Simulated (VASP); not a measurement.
# ZnO (Pmma) in VASP: further runs

Runs on ZnO. Level: PBE. Tasks: single point, relaxation of cell and atoms.

Everything below comes from runs of VASP 6.6.1. Logs are shortened: lines on timing, memory, paths and dates and some standing lists are left out, and cuts for length are marked.

## (1) The cell of the first run

It takes space group Pmma (No. 51, orthorhombic). Conventional cell: a = 4.063 Å, b = 2.481 Å, c = 4.414 Å, α = 90.00°, β = 90.00°, γ = 90.00°. Zn (site symmetry mm2) has 8 O at 2.47 to 2.57 Å and 4 Zn at 2.48 to 2.53 Å within 3.3 Å. O (site symmetry mm2) has 8 Zn at 2.47 to 2.57 Å and 4 O at 2.48 to 2.58 Å within 3.3 Å.

The cell was built from a structure type or drawn by symmetry, and may not be a known phase.

## (2) Single point, PBE

Contents of INCAR:

```
  ALGO = Normal
  EDIFF = 1E-6
  ENCUT = 520
  GGA = PE
  ISIF = 2
  ISMEAR = 0
  LASPH = T
  LCHARG = F
  LREAL = F
  LWAVE = F
  NBANDS = 26
  NELM = 100
  PREC = Accurate
  SIGMA = 0.1
```

Contents of KPOINTS:

```
k-points
0
Gamma
  4 8 4
```

Contents of POSCAR:

```
ZnO
1.0
    4.0633966400      0.0000000000      0.0000000000
    0.0000000000      2.4813190600      0.0000000000
    0.0000000000      0.0000000000      4.4144537600
Zn O
2 2
Direct
    0.2500000000      0.0000000000      0.1705165500
    0.7500000000      0.0000000000      0.8294834500
    0.2500000000      0.5000000000      0.6804687400
    0.7500000000      0.5000000000      0.3195312600
```

Potentials or basis: VASP PAW PBE potentials, release 64 (Zn, O).

Run with:

```sh
> cat potpaw_PBE.64/Zn/POTCAR potpaw_PBE.64/O/POTCAR > POTCAR
> mpirun -np 1 vasp_std > vasp.out
```

OUTCAR:

```text
EDIFF = 1E-6
   ENCUT = 520
   GGA = PE
   ISIF = 2
   ISMEAR = 0
   LASPH = T
   LREAL = F
   NELM = 100
   PREC = Accurate

 ion  position               nearest neighbor table
   1  0.250  0.000  0.171-   4 2.47   4 2.47   4 2.47   4 2.47   3 2.49   3 2.49   2 2.53   2 2.53

   2  0.750  0.000  0.829-   3 2.47   3 2.47   3 2.47   3 2.47   4 2.49   4 2.49   1 2.53   1 2.53

   3  0.250  0.500  0.680-   2 2.47   2 2.47   2 2.47   2 2.47   1 2.49   1 2.49
   4  0.750  0.500  0.320-   1 2.47   1 2.47   1 2.47   1 2.47   2 2.49   2 2.49

  LATTYP: Found a simple orthorhombic cell.
 ALAT       =     2.4813190600
 B/A-ratio  =     1.6375953844
 C/A-ratio  =     1.7790754245

  Lattice vectors:

 A1 = (   0.0000000000,  -2.4813190600,   0.0000000000)
 A2 = (   4.0633966400,   0.0000000000,   0.0000000000)
 A3 = (   0.0000000000,   0.0000000000,   4.4144537600)

Analysis of symmetry for initial positions (statically):
=====================================================================
 Subroutine PRICEL returns:
 Original cell was already a primitive cell.

 Routine SETGRP: Setting up the symmetry group for a
 simple orthorhombic supercell.

 Subroutine GETGRP returns: Found  8 space group operations
 (whereof  4 operations were pure point group operations)
 out of a pool of  8 trial point group operations.

The static configuration has the point symmetry C_2h.
 The point group associated with its full space group is D_2h.

Analysis of symmetry for dynamics (positions and initial velocities):
=====================================================================
 Subroutine PRICEL returns:
 Original cell was already a primitive cell.

 Routine SETGRP: Setting up the symmetry group for a
 simple orthorhombic supercell.

 Subroutine GETGRP returns: Found  8 space group operations
 (whereof  4 operations were pure point group operations)
 out of a pool of  8 trial point group operations.

The dynamic configuration has the point symmetry C_2h.
 The point group associated with its full space group is D_2h.

 Subroutine INISYM returns: Found  8 space group operations
 (whereof  4 operations are pure point group operations),
 and found     1 'primitive' translations

----------------------------------------------------------------------------------------

                                     Primitive cell

  volume of cell :      44.5091

  direct lattice vectors                    reciprocal lattice vectors
     4.063396640  0.000000000  0.000000000     0.246099529  0.000000000  0.000000000
     0.000000000  2.481319060  0.000000000     0.000000000  0.403011453  0.000000000
     0.000000000  0.000000000  4.414453760     0.000000000  0.000000000  0.226528593

  length of vectors
     4.063396640  2.481319060  4.414453760     0.246099529  0.403011453  0.226528593

  position of ions in fractional coordinates (direct lattice)
     0.250000000  0.000000000  0.170516550
     0.750000000  0.000000000  0.829483450
     0.250000000  0.500000000  0.680468740
     0.750000000  0.500000000  0.319531260

  ion indices of the primitive-cell ions
   primitive index   ion index
                 1           1
                 2           2
                 3           3
                 4           4

----------------------------------------------------------------------------------------

 KPOINTS: k-points

Automatic generation of k-mesh.
 Grid dimensions read from file:
 generate k-points for:    4    8    4

 Generating k-lattice:

  Cartesian coordinates                     Fractional coordinates (reciprocal lattice)
     0.061524882  0.000000000  0.000000000     0.250000000  0.000000000  0.000000000
     0.000000000  0.050376432  0.000000000     0.000000000  0.125000000  0.000000000
     0.000000000  0.000000000  0.056632148     0.000000000  0.000000000  0.250000000

  Length of vectors
     0.061524882  0.050376432  0.056632148

  Shift w.r.t. Gamma in fractional coordinates (k-lattice)
     0.000000000  0.000000000  0.000000000

 Subroutine IBZKPT returns following result:
[... 55 lines left out ...]
  band No.  band energies     occupation
      1     -14.9040      2.00000
      2     -14.9040      2.00000
      3      -5.3317      2.00000
      4      -5.3317      2.00000
      5      -4.7803      2.00000
      6      -4.7803      2.00000
[... 18 lines left out ...]
     25      19.5796      0.00000
     26      19.5796      0.00000

 k-point     4 :       0.0000    0.1250    0.0000
  band No.  band energies     occupation
      1     -15.4187      2.00000
      2     -14.1707      2.00000
      3      -5.1295      2.00000
      4      -4.9138      2.00000
      5      -4.7627      2.00000
      6      -4.4798      2.00000
[... 18 lines left out ...]
     25      15.8520      0.00000
     26      17.0792      0.00000

 k-point     5 :       0.2500    0.1250    0.0000
  band No.  band energies     occupation
      1     -15.2198      2.00000
      2     -14.3281      2.00000
      3      -5.1078      2.00000
      4      -4.9965      2.00000
      5      -4.7373      2.00000
      6      -4.6004      2.00000
[... 18 lines left out ...]
     25      16.3687      0.00000
     26      17.0129      0.00000

 k-point     6 :       0.5000    0.1250    0.0000
  band No.  band energies     occupation
      1     -14.7539      2.00000
      2     -14.7539      2.00000
      3      -5.0845      2.00000
      4      -5.0845      2.00000
      5      -4.7447      2.00000
      6      -4.7447      2.00000
[... 427 lines left out ...]
 k-point    21 :       0.5000    0.1250    0.2500
  band No.  band energies     occupation
      1     -14.7178      2.00000
      2     -14.7178      2.00000
      3      -5.2104      2.00000
      4      -5.2104      2.00000
      5      -4.8320      2.00000
      6      -4.8320      2.00000
[... 18 lines left out ...]
     25      17.4721      0.00000
     26      17.4721      0.00000

 k-point    22 :       0.0000    0.2500    0.2500
  band No.  band energies     occupation
      1     -14.8454      2.00000
      2     -13.9120      2.00000
      3      -4.7904      2.00000
      4      -4.7595      2.00000
      5      -4.7258      2.00000
      6      -4.6226      2.00000
[... 18 lines left out ...]
     25      14.7728      0.00000
     26      16.6280      0.00000

 k-point    23 :       0.2500    0.2500    0.2500
  band No.  band energies     occupation
      1     -14.6925      2.00000
      2     -14.0259      2.00000
      3      -4.8099      2.00000
      4      -4.7310      2.00000
      5      -4.7078      2.00000
      6      -4.5541      2.00000
[... 18 lines left out ...]
     25      15.5665      0.00000
     26      16.5893      0.00000

 k-point    24 :       0.5000    0.2500    0.2500
  band No.  band energies     occupation
      1     -14.3401      2.00000
      2     -14.3401      2.00000
      3      -4.7804      2.00000
      4      -4.7804      2.00000
      5      -4.6027      2.00000
      6      -4.6027      2.00000
[... 18 lines left out ...]
     25      16.0566      0.00000
     26      16.0566      0.00000

 [... further k-points ...]
[... 5 lines left out ...]
  --------------------------------------------------------------------------------------
  -------------------------------------------------------------------------------------
  Total       -4.9492951      5.8044030     -6.8661753      0.0000000      0.0000000      0.0000000
  in kB     -178.1579195    208.9389170   -247.1591360      0.0000000      0.0000000      0.0000000
  external PRESSURE =     -72.1260461 kB  Pullay stress =       0.0000000 kB

 VOLUME and BASIS-vectors are now :
 -----------------------------------------------------------------------------
  energy-cutoff  :      520.00
  volume of cell :       44.51
      direct lattice vectors                 reciprocal lattice vectors
     4.063396640  0.000000000  0.000000000     0.246099529  0.000000000  0.000000000
     0.000000000  2.481319060  0.000000000     0.000000000  0.403011453  0.000000000
     0.000000000  0.000000000  4.414453760     0.000000000  0.000000000  0.226528593

 POSITION                                       TOTAL-FORCE (eV/Angst)
 -----------------------------------------------------------------------------------
      1.01585      0.00000      0.75274        -0.000000      0.000000      1.727118
      3.04755      0.00000      3.66172        -0.000000      0.000000     -1.727118
      1.01585      1.24066      3.00390         0.000000     -0.000000      2.144245
      3.04755      1.24066      1.41056        -0.000000      0.000000     -2.144245
 -----------------------------------------------------------------------------------
    total drift:                                0.000000     -0.000000     -0.000000

  FREE ENERGIE OF THE ION-ELECTRON SYSTEM (eV)
  ---------------------------------------------------
  free  energy   TOTEN  =       -12.5045351343 eV

  energy  without entropy=      -12.4956551564  energy(sigma->0) =      -12.50009515
```

Run time: 55 s. Hardware: 1 thread of Intel Xeon 8259CL, shared host; peak memory 0.17 GiB.

Results:

| Property | Result |
| --- | --- |
| Free energy | -12.5045 eV |
| Pressure | -7.2 GPa |
| Largest force | 2.144 eV/Å |
| Band gap on the k mesh | zero (bands 18 and 19 overlap by 0.54 eV) |

Forces in eV/Å, atoms in the order of the input:
```
Zn   0.000  0.000  1.727
Zn   0.000  0.000 -1.727
O    0.000  0.000  2.144
O    0.000  0.000 -2.144
```

Stress tensor (GPa, compression positive):
```
-17.82   0.00   0.00
  0.00  20.89   0.00
  0.00   0.00 -24.72
```

Caveat: the k points lie up to 0.39 Å⁻¹ apart, too coarse for converged energies and pressures of a metal; semilocal functionals underestimate gaps, so a narrow gap can read as zero; forces of over 1 eV/Å act on the atoms, so gaps and moduli don't describe the material at rest.

## (3) Relaxation of cell and atoms, PBE

Contents of INCAR:

```
SYSTEM = ZnO
PREC     = Accurate       ! precision mode
ENCUT    = 600            ! plane-wave cutoff, eV
EDIFF    = 1E-6           ! SCF threshold, eV
ISMEAR   = 0              ! smearing method
SIGMA    = 0.1            ! smearing width, eV
LREAL    = .FALSE.        ! projectors in reciprocal space
LASPH    = .TRUE.         ! aspherical terms in the spheres
NELM     = 80             ! most SCF steps
ALGO     = Normal         ! electronic algorithm
ISIF     = 3              ! what is computed and relaxed
LWAVE    = .FALSE.        ! write WAVECAR
LCHARG   = .FALSE.        ! write CHGCAR
GGA      = PE             ! functional
IBRION   = 2              ! ionic algorithm
NSW      = 90             ! ionic steps
EDIFFG   = -0.04          ! ionic threshold
```

Contents of KPOINTS:

```
Automatic mesh
0
G
  4 8 4
  0 0 0
```

POSCAR is that of step 2.

Potentials or basis: VASP PAW PBE potentials, release 64 (Zn, O).

Run with:

```sh
> cat potpaw_PBE.64/Zn/POTCAR potpaw_PBE.64/O/POTCAR > POTCAR
> mpirun -np 1 vasp_std > vasp.out
```

It took 24 min on 1 thread of Intel Xeon 8259CL, shared host; peak memory 0.21 GiB.

The run converged. Its results:

```
Free energy                           : -16.1936 eV
Relaxed volume                        : 11.70 Å³/atom
Relaxed cell                          : a = 2.943 Å, b = 2.811 Å, c = 5.657 Å, α = 90.00°, β = 90.00°, γ = 90.00°
Space group after relaxing (to 0.1 Å) : Cmmm (No. 65)
Energy gained by relaxing             : 921.8 meV/atom
Ionic steps                           : 42
Pressure after relaxing               : -0.1 GPa
Largest force after relaxing          : 0.035 eV/Å
Band gap on the k mesh                : zero (bands 18 and 19 overlap by 0.37 eV)
```

Forces on the atoms (eV/Å):
```
Zn   0.000  0.000 -0.017
Zn   0.000  0.000  0.017
O    0.000  0.000 -0.035
O    0.000  0.000  0.035
```

Stress tensor (GPa, compression positive):
```
-0.27  0.00  0.00
 0.00 -0.05  0.00
 0.00  0.00  0.04
```

Step by step:
```
step  energy change (eV)  largest force (eV/Å)  pressure (GPa)  volume (Å³)
   1              0.0000                2.1456           -7.36        44.51
   3             -1.9903                1.6688            3.69        38.83
   5             -2.4379                0.4049           -0.67        39.28
   7             -2.4946                0.1348            0.77        38.83
   9             -2.5064                0.0873           -0.01        39.02
  11             -2.5970                0.5586            0.00        39.68
  13             -2.6165                0.9972            2.75        39.95
  15             -2.6153                1.1711            4.38        40.04
  17             -2.6226                1.2177            4.72        40.15
  19             -2.6429                1.4117            6.30        40.53
  21             -2.6731                1.6868            9.43        41.30
  23             -2.8656                1.6785           12.80        43.80
  25             -2.8240                1.7143           15.55        44.68
  27             -3.2291                0.6900           -0.44        50.90
  29             -3.3212                0.6208            1.63        49.57
  31             -3.3849                0.4808            3.46        47.66
  33             -3.4484                0.2090           -6.81        48.44
  35             -3.5413                0.2680           -3.14        47.52
  37             -3.6524                0.1801            1.23        45.35
  39             -3.6843                0.0550            1.38        46.18
  41             -3.6848                0.0305           -1.56        47.28
  42             -3.6873                0.0353           -0.09        46.79
```

Final structure:
```yaml
crystal:
  lattice:
    - [2.94259, 0.00000, 0.00000]
    - [0.00000, 2.81083, 0.00000]
    - [0.00000, 0.00000, 5.65702]
  atoms:
    - { symbol: Zn, position: [0.25000, 0.00000, 0.25002] }
    - { symbol: Zn, position: [0.75000, 0.00000, 0.74998] }
    - { symbol: O, position: [0.25000, 0.50000, 0.75129] }
    - { symbol: O, position: [0.75000, 0.50000, 0.24871] }
```

Levels at points of the mesh, in eV from the Fermi level:
| k point | band 15 | band 16 | band 17 | band 18 | band 19 | band 20 | band 21 | band 22 |
| --- | --- | --- | --- | --- | --- | --- | --- | --- |
| (0.00, 0.00, 0.00) | -2.60 | -2.42 | -2.13 | -1.69 | -0.43 | 3.43 | 5.43 | 12.55 |
| (0.50, 0.00, 0.00) | -1.97 | -1.97 | -0.11 | -0.11 | 5.40 | 5.40 | 5.77 | 5.77 |
| (0.00, 0.50, 0.00) | -2.19 | -0.89 | -0.21 | -0.06 | 2.17 | 5.70 | 5.74 | 8.12 |
| (0.50, 0.50, 0.00) | -4.81 | -4.81 | -1.79 | -1.79 | 3.16 | 3.16 | 7.13 | 7.13 |
| (0.00, 0.00, 0.50) | -2.79 | -2.78 | -2.28 | -2.27 | 1.61 | 1.61 | 7.94 | 8.00 |
| (0.50, 0.00, 0.50) | -1.50 | -1.50 | -0.11 | -0.11 | 3.68 | 3.68 | 6.82 | 6.82 |
| (0.00, 0.50, 0.50) | -1.72 | -1.70 | -0.14 | -0.13 | 4.23 | 4.33 | 7.16 | 7.20 |
| (0.50, 0.50, 0.50) | -4.82 | -4.82 | -1.68 | -1.68 | 2.90 | 2.90 | 7.77 | 7.77 |

Caveat: the k points lie up to 0.53 Å⁻¹ apart in the final cell; semilocal functionals underestimate gaps, so a narrow gap can read as zero; a cell axis changed by over 15 % at a fixed basis, so the end point is rough.

## (4) Single point, PBE, collinear spin, ferromagnetic start

Contents of INCAR:

```
PREC = Accurate ; ENCUT = 520
EDIFF = 1E-7 ; ISMEAR = 0
SIGMA = 0.1 ; LREAL = False
LASPH = True ; NELM = 150
ALGO = Normal ; ISIF = 2
LWAVE = False ; LCHARG = False
ISPIN = 2 ; MAGMOM = 0 0 1 1
LORBIT = 11 ; GGA = PE
NBANDS = 30
```

Contents of KPOINTS:

```
regular mesh
0
Gamma
  4 8 4
```

POSCAR is that of step 3.

Run with:

```sh
> cat potpaw_PBE.64/Zn/POTCAR potpaw_PBE.64/O/POTCAR > POTCAR
> mpirun -np 1 vasp_std > vasp.out
```

Wall time 3.2 min (1 thread of Intel Xeon 8259CL, shared host); peak memory 0.22 GiB.

Results (log left out):

- Free energy: -12.5045 eV
- Pressure: -7.3 GPa
- Largest force: 2.144 eV/Å
- Band gap on the k mesh: zero (filled and empty bands overlap)
- Net moment: 0.00 μB per cell
- Valence electrons inside the program's atomic spheres: Zn 10.58; O 4.81

Forces on the atoms (eV/Å):
```
Zn   0.000  0.000  1.727
Zn   0.000  0.000 -1.727
O    0.000  0.000  2.144
O    0.000  0.000 -2.144
```

Stress tensor (GPa, compression positive):
```
-17.88   0.00   0.00
  0.00  20.83   0.00
  0.00   0.00 -24.77
```

Levels at points of the mesh, in eV from the Fermi level:
Spin up:
```tsv
k point	band 14	band 15	band 16	band 17	band 18	band 19	band 20	band 21	band 22	band 23
(0.00, 0.00, 0.00)	-5.16	-3.17	-2.70	-2.07	-0.34	0.13	0.34	5.27	7.55	11.16
(0.50, 0.00, 0.00)	-5.43	-4.31	-4.31	-0.03	-0.03	1.24	1.24	7.02	7.02	10.04
(0.00, 0.50, 0.00)	-3.06	-2.63	-2.44	-1.40	-0.97	1.50	2.35	3.74	5.32	6.76
(0.50, 0.50, 0.00)	-4.49	-3.15	-3.15	-1.78	-1.78	3.19	3.19	3.97	3.97	6.89
(0.00, 0.00, 0.50)	-3.76	-3.73	-3.44	-0.17	0.07	1.22	1.31	5.39	5.57	7.97
(0.50, 0.00, 0.50)	-6.22	-1.72	-1.72	0.02	0.02	1.31	1.31	5.09	5.09	11.34
(0.00, 0.50, 0.50)	-4.21	-3.65	-2.74	-2.44	-1.07	1.62	3.89	4.62	6.27	6.32
(0.50, 0.50, 0.50)	-4.68	-4.36	-4.36	-1.05	-1.05	1.81	1.81	4.87	4.87	8.73
```
Spin down:
```tsv
k point	band 16	band 17	band 18	band 19	band 20	band 21
(0.00, 0.00, 0.00)	-2.70	-2.07	-0.34	0.13	0.34	5.27
(0.50, 0.00, 0.00)	-4.31	-0.03	-0.03	1.24	1.24	7.02
(0.00, 0.50, 0.00)	-2.44	-1.40	-0.97	1.50	2.35	3.74
(0.50, 0.50, 0.00)	-3.15	-1.78	-1.78	3.19	3.19	3.97
(0.00, 0.00, 0.50)	-3.44	-0.17	0.07	1.22	1.31	5.39
(0.50, 0.00, 0.50)	-1.72	0.02	0.02	1.31	1.31	5.09
(0.00, 0.50, 0.50)	-2.74	-2.44	-1.07	1.62	3.89	4.62
(0.50, 0.50, 0.50)	-4.36	-1.05	-1.05	1.81	1.81	4.87
```

Caveat: the k points lie up to 0.39 Å⁻¹ apart, too coarse for converged energies and pressures of a metal; semilocal functionals underestimate gaps, so a narrow gap can read as zero; forces of over 1 eV/Å act on the atoms, so gaps and moduli don't describe the material at rest.

## (5) Summary

| task | spin | cell | cutoff (eV) | gap on the mesh (eV) | pressure (GPa) | largest force (eV/Å) |
| --- | --- | --- | --- | --- | --- | --- |
| single point | off | as given | 520 | none | -7.2 | 2.14 |
| relaxation of cell and atoms | off | relaxed | 600 | none | -0.1 | 0.04 |
| single point | collinear, ferromagnetic start | as given | 520 | none | -7.3 | 2.14 |

Alike in all rows: level PBE; potentials or basis VASP PAW PBE potentials, release 64 (Zn, O); k mesh 4 × 8 × 4; smearing gaussian 0.1 eV.

Caveats: all runs use coarse meshes; semilocal functionals underestimate gaps, so a narrow gap can read as zero; forces of over 1 eV/Å act on the atoms, so gaps and moduli don't describe the material at rest (at least some runs); a cell axis changed by over 15 % at a fixed basis, so the end point is rough (at least some runs).

Total energies depend on the potentials used, so only differences within one code and one set of settings carry meaning.
